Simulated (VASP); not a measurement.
## Sc: electric field gradients with PBEsol

Crystal: Sc.

```xyz
1
Lattice="0.0000 2.2398 2.2398 2.2398 0.0000 2.2398 2.2398 2.2398 0.0000" Properties=species:S:1:pos:R:3 pbc="T T T"
Sc    0.0000    0.0000    0.0000
```

This cell differs from its parent crystal: volume scaled by 0.96.

```yaml
Program: VASP 6.6.1
Task: electric field gradients
Functional: PBEsol
Potentials_or_basis: VASP PAW PBE potentials, release 64 (Sc_sv)
Cutoff: 520 eV
k_mesh: 12 × 12 × 12
Occupations: fermi-dirac, width 0.03 eV
Spin: no spin polarisation
Dipole_correction: no
Further_INCAR_settings: ALGO = Normal; EDIFF = 1e-08; NBANDS = 12
```

```yaml
Pressure: 2.9 GPa
```

Levels at points of the mesh, in eV from the Fermi level:
```tsv
k point	band 1	band 2	band 3	band 4	band 5	band 6	band 7	band 8	band 9	band 10
(0.00, 0.00, 0.00)	-48.98	-27.42	-27.42	-27.42	-5.37	1.70	1.70	1.70	3.26	3.26
(0.50, 0.00, 0.00)	-48.89	-27.97	-27.50	-27.50	-1.89	0.43	1.56	1.56	4.28	4.28
(0.50, 0.50, 0.00)	-48.87	-27.94	-27.62	-27.62	-1.73	-0.78	2.26	4.28	4.55	4.55
```

Run time: 13 s on 1 thread of Intel(R) Xeon(R) Platinum 8488C (Sapphire Rapids), on a shared host, peak memory 0.14 GiB.

Caveat: without QUAD_EFG the Cq values of the log hold for a quadrupole moment of 1 mb, not for the nuclei; the PAW data sets were made with another functional, which shifts forces and pressure a little.
